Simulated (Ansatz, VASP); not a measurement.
## One calculation of InSe, two programs

Contents of INCAR:

```
ALGO = Normal ; EDIFF = 1E-6
EDIFFG = -0.01 ; ENCUT = 600
GGA = PE ; IBRION = 2
ISIF = 3 ; ISMEAR = 0
LASPH = T ; LCHARG = F
LREAL = F ; LWAVE = F
NELM = 100 ; NSW = 100
PREC = Accurate ; SIGMA = 0.1
```

KPOINTS

```
k-points
0
Gamma
  16 16 16
```

Contents of POSCAR:

```
InSe
1.0
    3.6305625259      0.0000000000      0.0000000000
    0.0000000000      3.6305625259      0.0000000000
    0.0000000000      0.0000000000      3.6305625259
In Se
1 1
Direct
    0.0000000000      0.0000000000      0.0000000000
    0.5000000000      0.5000000000      0.5000000000
```

Input for Ansatz:

```yaml
crystal:
  lattice:
    - [3.6305625259, 0.0, 0.0]
    - [0.0, 3.6305625259, 0.0]
    - [0.0, 0.0, 3.6305625259]
  atoms:
    - { symbol: In, position: [0.0, 0.0, 0.0] }
    - { symbol: Se, position: [0.5, 0.5, 0.5] }
basis:
  ecutwfc: 420
kpoints:
  mp_grid: { grid: [16, 16, 16] }
hamiltonian:
  xc: pbe
scf:
  occupations: { method: gaussian, width: 0.1 }
output:
  forces: true
  stress: true
  eigenvalues: true
  write_density: true
  write_potential: true
  elf: true
  volumetric_format: npy
relax:
  adjacent_minimum: "off"
  f_tol: 0.01
  max_steps: 80
  cell: { stress_tol: 0.05 }
```

Alike in both runs: task relaxation of cell and atoms; functional PBE; k mesh 16 × 16 × 16; occupations gaussian, width 0.1 eV; no spin polarisation.

|  | VASP | Ansatz |
| --- | --- | --- |
| version | VASP 6.6.1 | Ansatz 0.2.0 |
| potentials or method | VASP PAW PBE potentials, release 64 (In_d, Se), cutoff 600 eV | scalar-relativistic, plane waves, PAW |
| valence electrons in the cell | 19 | 29 |

Ansatz gave:

| Quantity | Value |
| --- | --- |
| gap on the k mesh at the Fermi level, each at its own relaxed structure (eV) | none |
| relaxed volume (Å³/atom) | 23.93 |
| relaxed length of the cell vector where the two differ most in proportion (Å) | 3.631 |

Problem. Estimate VASP's values.

Solution. gap on the k mesh at the Fermi level, each at its own relaxed structure (eV): none; relaxed volume (Å³/atom): 23.97; relaxed length of the cell vector where the two differ most in proportion (Å): 3.633.

A gap of «none» marks a metal or a gap that the smearing closes. VASP's potentials hold 19 valence electrons a cell and Ansatz's 29, so a difference there can come from the potentials and not from the codes.
